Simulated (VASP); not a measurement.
Crystal: Al2Cu.

```xyz
3
Lattice="4.1857 0.0000 0.0000 0.0000 4.1857 0.0000 0.0000 0.0000 2.9480" Properties=species:S:1:pos:R:3 pbc="T T T"
Cu    0.0000    0.0000    0.0000
Al    0.0000    2.0928    1.4740
Al    2.0928    0.0000    1.4740
```

This cell differs from its parent crystal: volume scaled by 1.06.

Base run:

```yaml
Program: VASP 6.6.1
Functional: PBEsol
Potentials_or_basis: VASP PAW PBE potentials, release 64 (Cu, Al)
Cutoff: 520 eV
k_mesh: 7 × 7 × 9
Occupations: fermi-dirac, width 0.05 eV
Spin: no spin polarisation
```

Its results: pressure -6.7 GPa.

Question: The run is repeated on the same cell with these changes: functional from PBEsol to LDA; potentials or basis from VASP PAW PBE potentials, release 64 (Cu, Al) to VASP PAW LDA potentials, release 64 (Cu, Al). What comes out?

Answer: Pressure -8.9 GPa.

Caveats: the PAW data sets were made with another functional, which shifts forces and pressure a little (some runs).
